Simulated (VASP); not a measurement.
Input of a VASP 6.6.1 run:

POSCAR

```
EuCd
1.0
    3.9168544100      3.9168544100      0.0000000000
    3.9168544100      0.0000000000      3.9168544100
    3.9168544100      0.0000000000     -3.9168544100
Eu Cd
2 2
Direct
    0.5000000000      0.2500000000      0.7500000000
    0.5000000000      0.7500000000      0.2500000000
    0.0000000000      0.0000000000      0.0000000000
    0.0000000000      0.5000000000      0.5000000000
```

The input INCAR.step1:

```
  PREC = Accurate
  ENCUT = 520
  ISMEAR = -1
  SIGMA = 0.03
  LREAL = F
  LASPH = T
  NELM = 150
  ISPIN = 2
  MAGMOM = 7 7 0 0
  LMAXMIX = 6
  NBANDS = 41
  GGA = PE
  ALGO = Normal
  EDIFF = 1E-4
  LWAVE = T
  LCHARG = F
```

INCAR.step2

```
  PREC = Accurate
  ENCUT = 520
  EDIFF = 1E-6
  ISMEAR = -1
  SIGMA = 0.03
  LREAL = F
  LASPH = T
  NELM = 150
  ALGO = Normal
  ISIF = 2
  LWAVE = F
  LCHARG = F
  ISPIN = 2
  MAGMOM = 7 7 0 0
  LORBIT = 11
  LMAXMIX = 6
  METAGGA = R2SCAN
  LMIXTAU = T
  NBANDS = 41
  ISTART = 1
```

The input KPOINTS:

```
Automatic mesh
0
Gamma
  7 7 7
```

Potentials or basis: VASP PAW PBE potentials, release 64 (Eu, Cd).

The run is started by

```sh
$ cat potpaw_PBE.64/Eu/POTCAR potpaw_PBE.64/Cd/POTCAR > POTCAR
$ cp INCAR.step1 INCAR
$ mpirun -np 1 vasp_std > vasp.out
$ cp INCAR.step2 INCAR
$ mpirun -np 1 vasp_std > vasp.out
```

(1) What does it give for the site moments?

(2) Predict the net moment.

## Answers

(1) Eu +6.55; Cd +0.01 μB.

(2) 14.36 μB per cell.
